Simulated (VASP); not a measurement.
A run of VASP 6.6.1 is set up as follows.

The input POSCAR:

```
Si3Ge
1.0
    3.8880966193      0.0000000000      0.0000000000
    0.0000000000      3.8880966193      0.0000000000
    0.0000000000      0.0000000000      5.4836775956
Si Ge
3 1
Direct
    0.5000000000      0.0000000000      0.7548774917
    0.5000000000      0.5000000000      0.0000000000
    0.0000000000      0.5000000000      0.2451225083
    0.0000000000      0.0000000000      0.5000000000
```

The input INCAR.step1:

```
PREC = Accurate
ENCUT = 520
EDIFF = 1E-5
ISMEAR = 0
SIGMA = 0.01
LREAL = False
LASPH = True
NELM = 80
ALGO = Normal
ISIF = 2
LWAVE = True
LCHARG = False
NBANDS = 21
GGA = PE
```

INCAR.step2

```
PREC = Accurate
ENCUT = 520
EDIFF = 1E-7
ISMEAR = 0
SIGMA = 0.01
LREAL = False
LASPH = True
NELM = 80
ALGO = Normal
ISIF = 2
LWAVE = False
LCHARG = False
GGA = PE
LHFCALC = True
HFSCREEN = 0.2079
PRECFOCK = Normal
NBANDS = 21
ISTART = 1
```

The input KPOINTS:

```
Automatic mesh
0
Gamma
  4 4 4
```

Potentials or basis: VASP PAW PBE potentials, release 64 (Si, Ge_d).

Launch:

```bash
$ cat potpaw_PBE.64/Si/POTCAR potpaw_PBE.64/Ge_d/POTCAR > POTCAR
$ cp INCAR.step1 INCAR
$ mpirun -np 1 vasp_std > vasp.out
$ cp INCAR.step2 INCAR
$ mpirun -np 1 vasp_std > vasp.out
```

Problem. What does it give for the pressure?

Solution. -0.1 GPa.

Problem. Estimate the largest force.

Solution. 0.047 eV/Å.

Problem. Predict the band gap on the k mesh.

Solution. 0.96 eV (least direct gap 1.23 eV).

Stress tensor (GPa, compression positive):
```
 0.25  0.00  0.00
 0.00  0.25  0.00
 0.00  0.00 -0.79
```

Caveat: the PAW data sets were made with another functional, which shifts forces and pressure a little. A k mesh can miss the band edges.
